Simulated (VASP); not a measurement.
A run of VASP 6.6.1:

The input INCAR:

```
PREC = Accurate
ENCUT = 520
EDIFF = 1E-7
ISMEAR = 0
SIGMA = 0.1
LREAL = F
LASPH = T
NELM = 100
ALGO = Fast
ISIF = 2
LWAVE = F
LCHARG = F
GGA = PE
NBANDS = 10
```

File KPOINTS:

```
regular mesh
0
Gamma
  12 12 12
```

POSCAR

```
K
1.0
   -2.3796859570      2.3796859570      2.3796859570
    2.3796859570     -2.3796859570      2.3796859570
    2.3796859570      2.3796859570     -2.3796859570
K
1
Direct
    0.0000000000      0.0000000000      0.0000000000
```

Potentials or basis: VASP PAW PBE potentials, release 64 (K_sv).

Run with:

```console
$ cat potpaw_PBE.64/K_sv/POTCAR > POTCAR
$ mpirun -np 1 vasp_std > vasp.out
```

Hardware: 1 thread of Intel(R) Xeon(R) Platinum 8488C (Sapphire Rapids), with other jobs on the host.

Task: How long does it take, and how much memory?

Result: It took 27 s on 1 thread of Intel(R) Xeon(R) Platinum 8488C (Sapphire Rapids), with other jobs on the host, peak memory 0.19 GiB. Counts: scf iterations 15, k points 72.
